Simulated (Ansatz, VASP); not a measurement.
# SnH in VASP and in Ansatz

INCAR

```
SYSTEM = SnH
  PREC = Accurate
  ENCUT = 600
  EDIFF = 1E-6
  ISMEAR = 0
  SIGMA = 0.1
  LREAL = .FALSE.
  LASPH = .TRUE.
  NELM = 80
  ALGO = Normal
  ISIF = 3
  LWAVE = .FALSE.
  LCHARG = .FALSE.
  GGA = PE
  IBRION = 2
  NSW = 100
  EDIFFG = -0.01
```

Contents of KPOINTS:

```
regular mesh
0
G
  18 18 16
  0 0 0
```

POSCAR

```
SnH
1.0
    3.0648617629      0.0000000000      0.0000000000
    0.0000000000      3.0648617629      0.0000000000
    0.0000000000      0.0000000000      3.3342003464
Sn H
1 1
Direct
    0.0000000000      0.0000000000      0.0000000000
    0.5000000000      0.5000000000      0.5000000000
```

Input for Ansatz:

```yaml
crystal:
  lattice:
    - [3.0648617629, 0.0, 0.0]
    - [0.0, 3.0648617629, 0.0]
    - [0.0, 0.0, 3.3342003464]
  atoms:
    - { symbol: Sn, position: [0.0, 0.0, 0.0] }
    - { symbol: H, position: [0.5, 0.5, 0.5] }
basis:
  ecutwfc: 420
kpoints:
  mp_grid: { grid: [18, 18, 16] }
hamiltonian:
  xc: pbe
scf:
  occupations: { method: gaussian, width: 0.1 }
output:
  forces: true
  stress: true
  eigenvalues: true
  write_density: true
  write_potential: true
  elf: true
  volumetric_format: npy
relax:
  adjacent_minimum: "off"
  f_tol: 0.01
  max_steps: 80
  cell: { stress_tol: 0.05 }
```

Change from the starting cell: species swapped into the TiHg type (P4/mmm, No. 123).

Alike in both runs: task relaxation of cell and atoms; functional PBE; k mesh 18 × 18 × 16; occupations gaussian, width 0.1 eV; no spin polarisation.

|  | VASP | Ansatz |
| --- | --- | --- |
| version | VASP 6.6.1 | Ansatz 0.2.0 |
| potentials or method | VASP PAW PBE potentials, release 64 (Sn_d, H), cutoff 600 eV | scalar-relativistic, plane waves, PAW |
| valence electrons in the cell | 15 | 15 |

```csv
,VASP,Ansatz,Ansatz less VASP
"gap on the k mesh at the Fermi level, each at its own relaxed structure (eV)",none,none,-
relaxed volume (Å³/atom),15.35,15.36,+0.013
relaxed length of the cell vector where the two differ most in proportion (Å),3.138,3.141,+0.0033
```

A gap of «none» marks a metal or a gap that the smearing closes.
